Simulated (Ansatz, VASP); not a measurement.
## AgI: VASP beside Ansatz

File INCAR:

```
SYSTEM = AgI
PREC = Accurate
ENCUT = 500
EDIFF = 1E-6
ISMEAR = 0
SIGMA = 0.01
LREAL = .FALSE.
LASPH = .TRUE.
NELM = 120
ALGO = Normal
ISIF = 2
LWAVE = .FALSE.
LCHARG = .FALSE.
GGA = CA
NBANDS = 16
GGA_COMPAT = .FALSE.
```

KPOINTS

```
regular mesh
0
G
  6 6 6
  0 0 0
```

The input POSCAR:

```
AgI
1.0
    3.0479545035      3.0479545035      0.0000000000
   -3.0479545035      3.0479545035      0.0000000000
    0.0000000000      3.0479545035      3.0479545035
Ag I
1 1
Direct
    0.0000000000      0.0000000000      0.0000000000
    0.7500000000      0.2500000000      0.5000000000
```

Input for Ansatz:

```yaml
crystal:
  lattice:
    - [3.04795450351, 3.04795450351, 0.0]
    - [-3.04795450351, 3.04795450351, 0.0]
    - [0.0, 3.04795450351, 3.04795450351]
  atoms:
    - { symbol: Ag, position: [0.0, 0.0, 0.0] }
    - { symbol: I, position: [0.75, 0.25, 0.5] }
kpoints:
  mp_grid: { grid: [6, 6, 6] }
scf:
  occupations: { method: fixed }
  convergence: { dr2_threshold: 1.0e-10 }
hamiltonian:
  xc: lda
  pseudopotentials: { kind: all_electron, lapw: { basis_error: 0.0005 } }
output:
  forces: true
  stress: true
  eigenstates:
    kpoints:
      - [0.0, 0.0, 0.0]
      - [-0.5, -0.5, -0.5]
      - [-0.5, 0.5, 0.0]
      - [0.0, 0.0, -0.5]
      - [0.0, -0.5, -0.5]
      - [0.0, 0.5, 0.0]
      - [-0.5, 0.0, 0.0]
      - [-0.5, 0.0, -0.5]
  eigenvalues: true
```

Alike in both runs: task single point; functional LDA; k mesh 6 × 6 × 6; no spin polarisation.

|  | VASP | Ansatz |
| --- | --- | --- |
| version | VASP 6.6.1 | Ansatz 0.2.0 |
| potentials or method | VASP PAW LDA potentials, release 64 (Ag, I), cutoff 500 eV | all-electron LAPW, scalar-relativistic |
| occupations | gaussian, width 0.01 eV | fixed |

VASP gave:

* gap on the k mesh at the Fermi level (eV): 1.12
* pressure (GPa): 7.0

Q: What did Ansatz give for the same quantities?

A: gap on the k mesh at the Fermi level (eV): 1.08; pressure (GPa): 7.0.

LDA's correlation is that of Perdew and Zunger in VASP and of Perdew and Wang (1992) in Ansatz. Ansatz ran all-electron here, and VASP with PAW potentials.

Spin-orbit coupling is off throughout.
